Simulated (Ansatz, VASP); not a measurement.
## ZnSb3 in VASP and in Ansatz

```
CELL_PARAMETERS angstrom
4.57025 0.00000 0.00000
0.00000 4.57025 0.00000
0.00000 0.00000 4.57025
ATOMIC_POSITIONS crystal
Zn 0.00000 0.00000 0.00000
Sb 0.00000 0.50000 0.50000
Sb 0.50000 0.00000 0.50000
Sb 0.50000 0.50000 0.00000
```

Alike in both runs: task single point; functional PBE; k mesh 4 × 4 × 4; occupations gaussian, width 0.1 eV; no spin polarisation.

```csv
,VASP,Ansatz
version,VASP 6.6.1,Ansatz 0.2.0
potentials or method,"VASP PAW PBE potentials, release 64 (Zn, Sb), cutoff 520 eV","scalar-relativistic, plane waves, PAW"
valence electrons in the cell,27,57
```

```csv
,VASP,Ansatz,Ansatz less VASP
gap on the k mesh at the Fermi level (eV),none,none,-
pressure (GPa),4.5,4.5,+0.02
```

A gap of «none» marks a metal or a gap that the smearing closes. VASP's potentials hold 27 valence electrons a cell and Ansatz's 57, so a difference there can come from the potentials and not from the codes.

Spin-orbit coupling is off throughout.
